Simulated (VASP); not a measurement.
# CdO (Monteponite) (Fm-3m) in VASP: single point with r2SCAN

Aim: the single point of CdO (Monteponite) with r2SCAN.

All numbers are computed with VASP 6.6.1; they aren't measurements. Logs are shortened: lines on timing, memory, paths and dates and some standing lists are left out, and cuts for length are marked.

**1. The cell of the first run**

It takes space group Fm-3m (No. 225, cubic). The conventional cell has a = 4.699 Å, b = 4.699 Å, c = 4.699 Å, α = 90.00°, β = 90.00°, γ = 90.00°. Cd (site symmetry m-3m) has 6 O at 2.35 Å within 3.1 Å. Within 3.1 Å of O (site symmetry m-3m) lie 6 Cd at 2.35 Å.

**2. Single point, r2SCAN**

Contents of POSCAR:

```
CdO
1.0
    0.0000000000      2.3495000000      2.3495000000
    2.3495000000      0.0000000000      2.3495000000
    2.3495000000      2.3495000000      0.0000000000
Cd O
1 1
Direct
    0.0000000000      0.0000000000      0.0000000000
    0.5000000000      0.5000000000      0.5000000000
```

Contents of INCAR.step1:

```
SYSTEM = CdO
PREC = Accurate
ENCUT = 660
ISMEAR = 0
SIGMA = 0.01
LREAL = .FALSE.
LASPH = .TRUE.
NELM = 120
NBANDS = 16
GGA = PE
ALGO = Normal
EDIFF = 1E-5
LWAVE = .TRUE.
LCHARG = .FALSE.
GGA_COMPAT = .FALSE.
```

Contents of INCAR.step2:

```
SYSTEM = CdO
PREC = Accurate
ENCUT = 660
EDIFF = 1E-6
ISMEAR = 0
SIGMA = 0.01
LREAL = .FALSE.
LASPH = .TRUE.
NELM = 120
ALGO = Normal
ISIF = 2
LWAVE = .FALSE.
LCHARG = .FALSE.
METAGGA = R2SCAN
LMIXTAU = .TRUE.
NBANDS = 16
ISTART = 1
GGA_COMPAT = .FALSE.
```

Contents of KPOINTS:

```
Automatic mesh
0
G
  4 4 4
  0 0 0
```

Potentials or basis: VASP PAW PBE potentials, release 64 (Cd, O).

Command:

```console
$ cat potpaw_PBE.64/Cd/POTCAR potpaw_PBE.64/O/POTCAR > POTCAR
$ cp INCAR.step1 INCAR
$ mpirun -np 1 vasp_std > vasp.out
$ cp INCAR.step2 INCAR
$ mpirun -np 1 vasp_std > vasp.out
```

OUTCAR:

```text
SYSTEM = CdO
   PREC = Accurate
   ENCUT = 660
   EDIFF = 1E-6
   ISMEAR = 0
   LREAL = .FALSE.
   LASPH = .TRUE.
   NELM = 120
   ISIF = 2
   METAGGA = R2SCAN
   ISTART = 1

 ion  position               nearest neighbor table
   1  0.000  0.000  0.000-   2 2.35   2 2.35   2 2.35   2 2.35   2 2.35   2 2.35
   2  0.500  0.500  0.500-   1 2.35   1 2.35   1 2.35   1 2.35   1 2.35   1 2.35

  LATTYP: Found a face centered cubic cell.
 ALAT       =     4.6990000000

  Lattice vectors:

 A1 = (   0.0000000000,   2.3495000000,   2.3495000000)
 A2 = (   2.3495000000,   0.0000000000,   2.3495000000)
 A3 = (   2.3495000000,   2.3495000000,   0.0000000000)

Analysis of symmetry for initial positions (statically):
=====================================================================
 Subroutine PRICEL returns:
 Original cell was already a primitive cell.

 Routine SETGRP: Setting up the symmetry group for a
 face centered cubic supercell.

 Subroutine GETGRP returns: Found 48 space group operations
 (whereof 48 operations were pure point group operations)
 out of a pool of 48 trial point group operations.

The static configuration has the point symmetry O_h .

Analysis of symmetry for dynamics (positions and initial velocities):
=====================================================================
 Subroutine PRICEL returns:
 Original cell was already a primitive cell.

 Routine SETGRP: Setting up the symmetry group for a
 face centered cubic supercell.

 Subroutine GETGRP returns: Found 48 space group operations
 (whereof 48 operations were pure point group operations)
 out of a pool of 48 trial point group operations.

The dynamic configuration has the point symmetry O_h .

 Subroutine INISYM returns: Found 48 space group operations
 (whereof 48 operations are pure point group operations),
 and found     1 'primitive' translations

----------------------------------------------------------------------------------------

                                     Primitive cell

  volume of cell :      25.9392

  direct lattice vectors                    reciprocal lattice vectors
     0.000000000  2.349500000  2.349500000    -0.212811236  0.212811236  0.212811236
     2.349500000  0.000000000  2.349500000     0.212811236 -0.212811236  0.212811236
     2.349500000  2.349500000  0.000000000     0.212811236  0.212811236 -0.212811236

  length of vectors
     3.322694765  3.322694765  3.322694765     0.368599874  0.368599874  0.368599874

  position of ions in fractional coordinates (direct lattice)
     0.000000000  0.000000000  0.000000000
     0.500000000  0.500000000  0.500000000

  ion indices of the primitive-cell ions
   primitive index   ion index
                 1           1
                 2           2

----------------------------------------------------------------------------------------

 KPOINTS: Automatic mesh

Automatic generation of k-mesh.
 Grid dimensions read from file:
 generate k-points for:    4    4    4

 Generating k-lattice:

  Cartesian coordinates                     Fractional coordinates (reciprocal lattice)
    -0.053202809  0.053202809  0.053202809     0.250000000  0.000000000  0.000000000
     0.053202809 -0.053202809  0.053202809     0.000000000  0.250000000  0.000000000
     0.053202809  0.053202809 -0.053202809     0.000000000  0.000000000  0.250000000

  Length of vectors
     0.092149968  0.092149968  0.092149968

  Shift w.r.t. Gamma in fractional coordinates (k-lattice)
     0.000000000  0.000000000  0.000000000

 Subroutine IBZKPT returns following result:
 ===========================================

 Found      8 irreducible k-points:

 Following reciprocal coordinates:
            Coordinates               Weight
  0.000000  0.000000  0.000000      1.000000
  0.250000  0.000000  0.000000      8.000000
  0.500000  0.000000  0.000000      4.000000
  0.250000  0.250000  0.000000      6.000000
  0.500000  0.250000  0.000000     24.000000
 -0.250000  0.250000  0.000000     12.000000
  0.500000  0.500000  0.000000      3.000000
 -0.250000  0.500000  0.250000      6.000000
   k-points           NKPTS =      8   k-points in BZ     NKDIM =      8   number of bands    NBANDS=     16
   number of dos      NEDOS =    301   number of ions     NIONS =      2
   total plane-waves  NPLWV =  21952
   dimension x,y,z NGX =    28 NGY =   28 NGZ =   28
   dimension x,y,z NGXF=    56 NGYF=   56 NGZF=   56
   ions per type =               1   1
   NGX,Y,Z   is equivalent  to a cutoff of  14.01, 14.01, 14.01 a.u.
   NGXF,Y,Z  is equivalent  to a cutoff of  28.02, 28.02, 28.02 a.u.
 SYSTEM =  CdO
   PREC   = accura    normal or accurate (medium, high low for compatibility)
   ISTART =      1    job   : 0-new  1-cont  2-samecut
   ICHARG =      0    charge: 1-file 2-atom 10-const
   ISPIN  =      1    spin polarized calculation?
   LNONCOLLINEAR =      F non collinear calculations
   LSORBIT =      F    spin-orbit coupling
   LASPH  =      T    aspherical Exc in radial PAW
   ENCUT  =  660.0 eV  48.51 Ry    6.96 a.u.   6.96  6.96  6.96*2*pi/ulx,y,z
   NELM   =    120;   NELMIN=  2; NELMDL=  0     # of ELM steps
   EDIFF  = 0.1E-05   stopping-criterion for ELM
   LREAL  =      F    real-space projection
   EDIFFG = 0.1E-04   stopping-criterion for IOM
   NSW    =      0    number of steps for IOM
   IBRION =     -1    ionic relax: 0-MD 1-quasi-New 2-CG
   NFREE  =      0    steps in history (QN), initial steepest desc. (CG)
   ISIF   =      2    stress and relaxation
   ISYM   =      2    0-nonsym 1-usesym 2-fastsym
   POTIM  = 0.5000    time-step for ionic-motion
   TEBEG  =    0.0;   TEEND  =   0.0 temperature during run
   PSTRESS=    0.0 pullay stress
   NELECT =      18.0000    total number of electrons
   NUPDOWN=      -1.0000    fix difference up-down
   EMIN   =  10.00;   EMAX   =-10.00  energy-range for DOS
   EFERMI =   0.00;   METHOD = LEGACY
   ISMEAR =     0;   SIGMA  =   0.01  broadening in eV -4-tet -1-fermi 0-gaus
   EFERMI_NEDOS =   21; number of points for ismear=-14 and -15
   IALGO  =     38    algorithm
   IMIX   =      4    mixing-type and parameters
     AMIX     =   0.40;   BMIX     =  1.00
     AMIX_MAG =   1.60;   BMIX_MAG =  1.00
  volume/ion in A,a.u.               =      12.97        87.52
  Fermi-wavevector in a.u.,A,eV,Ry     =   1.449373  2.738918 28.581522  2.100683
  Thomas-Fermi vector in A             =   2.567107
   LORBIT       =      0    0 simple, 1 ext, 2 COOP (PROOUT), +10 PAW based schemes
   METAGGA = R2SCAN    functional components
   LHFCALC =     F    Hartree Fock is set to
   AEXX    =    0.0000 exact exchange contribution
   IVDW    =     0    specifies the selected vdW correction
   LEPSILON=     F    determine dielectric tensor
   LRPA    =     F    only Hartree local field effects (RPA)
 non-spin polarized calculation
 Gauss-broadening in eV      SIGMA  =   0.01
  energy-cutoff  :      660.00
  volume of cell :       25.94
 maximum number of plane-waves:      1008
   NGX = 13   NGY = 13   NGZ = 13

 number of electron      18.0000002 magnetization

 Free energy of the ion-electron system (eV)
  ---------------------------------------------------
  ext. energy  EPLUGINS =         0.00000000
  ---------------------------------------------------
  free energy    TOTEN  =       -28.53207686 eV

  energy without entropy =      -28.53207656  energy(sigma->0) =      -28.53207671

 E-fermi :   1.7750     XC(G=0): -12.3240

 val. band max:        1.7459547596   @ k =   0.5000   0.0000   0.0000
 cond. band min:       1.8003666182   @ k =   0.0000   0.0000   0.0000
 fundamental gap:      0.0544118586
 Fermi energy:         1.7749622400

 k-point     1 :       0.0000    0.0000    0.0000
  band No.  band energies     occupation
      1     -16.5541      2.00000
      2      -5.1580      2.00000
      3      -5.1580      2.00000
      4      -5.1580      2.00000
      5      -4.8400      2.00000
      6      -4.8400      2.00000
[... 8 lines left out ...]
     15      21.0302      0.00000
     16      21.0302      0.00000

 k-point     2 :       0.2500    0.0000    0.0000
  band No.  band energies     occupation
      1     -16.1972      2.00000
      2      -5.4720      2.00000
      3      -5.3789      2.00000
      4      -5.3789      2.00000
      5      -4.8548      2.00000
      6      -4.8548      2.00000
[... 8 lines left out ...]
     15      22.1422      0.00000
     16      22.1422      0.00000

 k-point     3 :       0.5000    0.0000    0.0000
  band No.  band energies     occupation
      1     -15.8029      2.00000
      2      -6.0636      2.00000
      3      -5.7625      2.00000
      4      -5.7625      2.00000
      5      -4.6153      2.00000
      6      -4.6153      2.00000
[... 8 lines left out ...]
     15      23.9309      0.00000
     16      24.8032      0.00000

 k-point     4 :       0.2500    0.2500    0.0000
  band No.  band energies     occupation
      1     -16.1645      2.00000
      2      -5.4888      2.00000
      3      -5.3827      2.00000
      4      -4.9168      2.00000
      5      -4.9168      2.00000
      6      -4.7112      2.00000
[... 8 lines left out ...]
     15      25.9582      0.00000
     16      26.8392      0.00000

 k-point     5 :       0.5000    0.2500    0.0000
  band No.  band energies     occupation
      1     -15.8789      2.00000
      2      -5.5869      2.00000
      3      -5.3233      2.00000
      4      -5.2606      2.00000
      5      -4.6771      2.00000
      6      -4.5575      2.00000
[... 8 lines left out ...]
     15      25.3034      0.00000
     16      26.2567      0.00000

 k-point     6 :      -0.2500    0.2500    0.0000
  band No.  band energies     occupation
      1     -15.9088      2.00000
      2      -5.7341      2.00000
      3      -5.5822      2.00000
      4      -5.3404      2.00000
      5      -4.7992      2.00000
      6      -4.5352      2.00000
[... 8 lines left out ...]
     15      22.3143      0.00000
     16      23.6481      0.00000

 k-point     7 :       0.5000    0.5000    0.0000
  band No.  band energies     occupation
      1     -15.9501      2.00000
      2      -5.6017      2.00000
      3      -4.5801      2.00000
      4      -4.4821      2.00000
      5      -4.4821      2.00000
      6      -4.1552      2.00000
[... 8 lines left out ...]
     15      25.8301      0.00000
     16      28.8710      0.00000

 k-point     8 :      -0.2500    0.5000    0.2500
  band No.  band energies     occupation
      1     -15.8512      2.00000
      2      -5.3501      2.00000
      3      -5.2738      2.00000
      4      -5.2738      2.00000
      5      -4.4819      2.00000
      6      -4.2586      2.00000
[... 8 lines left out ...]
     15      21.4119      0.00000
     16      28.5060      0.00000

------------------------ aborting loop because EDIFF is reached ----------------------------------------

  FORCE on cell =-STRESS in cart. coord.  units (eV):
  Direction    XX          YY          ZZ          XY          YZ          ZX
  --------------------------------------------------------------------------------------
  -------------------------------------------------------------------------------------
  Total        0.3582407      0.3582407      0.3582407      0.0000000      0.0000000     -0.0000000
  in kB       22.1273375     22.1273375     22.1273375      0.0000000      0.0000000     -0.0000000
  external PRESSURE =      22.1273375 kB  Pullay stress =       0.0000000 kB

 VOLUME and BASIS-vectors are now :
 -----------------------------------------------------------------------------
  energy-cutoff  :      660.00
  volume of cell :       25.94
      direct lattice vectors                 reciprocal lattice vectors
     0.000000000  2.349500000  2.349500000    -0.212811236  0.212811236  0.212811236
     2.349500000  0.000000000  2.349500000     0.212811236 -0.212811236  0.212811236
     2.349500000  2.349500000  0.000000000     0.212811236  0.212811236 -0.212811236

 POSITION                                       TOTAL-FORCE (eV/Angst)
 -----------------------------------------------------------------------------------
      0.00000      0.00000      0.00000        -0.000000      0.000000      0.000000
      2.34950      2.34950      2.34950         0.000000     -0.000000     -0.000000
 -----------------------------------------------------------------------------------
    total drift:                                0.000000      0.000000      0.000000

  FREE ENERGIE OF THE ION-ELECTRON SYSTEM (eV)
  ---------------------------------------------------
  free  energy   TOTEN  =       -28.5320768594 eV

  energy  without entropy=      -28.5320765643  energy(sigma->0) =      -28.53207671
```

Wall time 72 s (1 thread of Intel Xeon 8259CL, shared host); peak memory 0.16 GiB.

Results:

```
Free energy            : -28.5321 eV
Pressure               : 2.2 GPa
Band gap on the k mesh : 0.05 eV, indirect (least direct gap 1.40 eV)
```

Levels at points of the mesh, in eV from the valence-band top:
```
           k point  band 5  band 6  band 7  band 8  band 9  band 10  band 11  band 12  band 13  band 14
(0.00, 0.00, 0.00)   -6.59   -6.59   -1.35   -1.35   -1.35     0.05    15.68    17.75    17.75    17.75
(0.50, 0.00, 0.00)   -6.36   -6.36   -3.85    0.00    0.00     5.05     8.02    12.80    12.80    18.52
(0.50, 0.50, 0.00)   -6.23   -5.90   -4.34   -2.33   -2.33     4.55     9.32    11.75    14.35    14.35
```

Caveat: the k points lie up to 0.58 Å⁻¹ apart; the PAW data sets were made with another functional, which shifts forces and pressure a little.
